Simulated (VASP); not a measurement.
Input of a VASP 6.6.1 run:

Contents of POSCAR:

```
Ti
1.0
    4.4427783145      0.0000000000      0.0000000000
   -2.2213891572      3.8475588837      0.0000000000
    0.0000000000      0.0000000000      2.7483882621
Ti
3
Direct
    1.0000000000      1.0000000000      0.0000000000
    0.3333333333      0.6666666667      0.5000000000
    0.6666666667      0.3333333333      0.5000000000
```

Contents of INCAR.step1:

```
SYSTEM = Ti
ALGO     = Normal         ! electronic algorithm
EDIFF    = 1E-4           ! SCF threshold, eV
ENCUT    = 520            ! plane-wave cutoff, eV
GGA      = PE             ! functional
ISMEAR   = -1             ! smearing method
LASPH    = .TRUE.         ! aspherical terms in the spheres
LCHARG   = .FALSE.        ! write CHGCAR
LREAL    = .FALSE.        ! projectors in reciprocal space
LWAVE    = .TRUE.         ! write WAVECAR
NBANDS   = 25             ! bands
NELM     = 80             ! most SCF steps
PREC     = Accurate       ! precision mode
SIGMA    = 0.1            ! smearing width, eV
```

INCAR.step2

```
SYSTEM = Ti
ALGO     = Normal         ! electronic algorithm
EDIFF    = 1E-6           ! SCF threshold, eV
ENCUT    = 520            ! plane-wave cutoff, eV
ISIF     = 2              ! what is computed and relaxed
ISMEAR   = -1             ! smearing method
ISTART   = 1            
LASPH    = .TRUE.         ! aspherical terms in the spheres
LCHARG   = .FALSE.        ! write CHGCAR
LMIXTAU  = .TRUE.       
LREAL    = .FALSE.        ! projectors in reciprocal space
LWAVE    = .FALSE.        ! write WAVECAR
METAGGA  = R2SCAN         ! meta-GGA
NBANDS   = 25             ! bands
NELM     = 80             ! most SCF steps
PREC     = Accurate       ! precision mode
SIGMA    = 0.1            ! smearing width, eV
```

The input KPOINTS:

```
k-points
0
G
  9 9 13
  0 0 0
```

Potentials or basis: VASP PAW PBE potentials, release 64 (Ti_sv).

Command:

```bash
$ cat potpaw_PBE.64/Ti_sv/POTCAR > POTCAR
$ cp INCAR.step1 INCAR
$ mpirun -np 1 vasp_std > vasp.out
$ cp INCAR.step2 INCAR
$ mpirun -np 1 vasp_std > vasp.out
```

Problem. Estimate the band gap on the k mesh.

Solution. Zero (bands 18 and 19 overlap by 0.31 eV).

Problem. What does it give for the pressure?

Solution. 11.9 GPa.

Stress tensor (GPa, compression positive):
```
11.60  0.00  0.00
 0.00 11.60  0.00
 0.00  0.00 12.46
```

Caveat: the cell stands under pressure; the PAW data sets were made with another functional, which shifts forces and pressure a little.
